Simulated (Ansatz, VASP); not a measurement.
# AlN in VASP and in Ansatz

```
Al N
1.0
    10.88789    0.00000    0.00000
     0.00000    3.17330    0.00000
     0.00000    0.00000    5.07143
Al N
8 8
Direct
  0.04573 0.25000 0.31122
  0.45427 0.75000 0.81122
  0.20777 0.25000 0.82369
  0.29223 0.75000 0.32369
  0.54573 0.25000 0.18878
  0.95427 0.75000 0.68878
  0.70777 0.25000 0.67631
  0.79223 0.75000 0.17631
  0.04463 0.25000 0.70878
  0.45537 0.75000 0.20878
  0.21069 0.25000 0.20115
  0.28931 0.75000 0.70115
  0.54463 0.25000 0.79122
  0.95537 0.75000 0.29122
  0.71069 0.25000 0.29885
  0.78931 0.75000 0.79885
```

Alike in both runs: task single point; functional PBE; k mesh 2 × 8 × 6; occupations gaussian, width 0.02 eV; no spin polarisation.

|  | VASP | Ansatz |
| --- | --- | --- |
| version | VASP 6.6.1 | Ansatz 0.2.0 |
| potentials or method | VASP PAW PBE potentials, release 64 (Al, N), cutoff 520 eV | scalar-relativistic, plane waves, PAW |
| valence electrons in the cell | 64 | 64 |

Ansatz gave:

- gap on the k mesh at the Fermi level (eV): 3.59
- least direct gap on the mesh (eV): 3.59
- pressure (GPa): 0.0
- traceless stress, the component that is largest in VASP (GPa): -0.01

Task: What did VASP give for the same quantities?

Result: gap on the k mesh at the Fermi level (eV): 3.60; least direct gap on the mesh (eV): 3.60; pressure (GPa): -0.2; traceless stress, the component that is largest in VASP (GPa): 0.06.

The functional is the same, so the differences come from potentials, cutoffs and numerics.
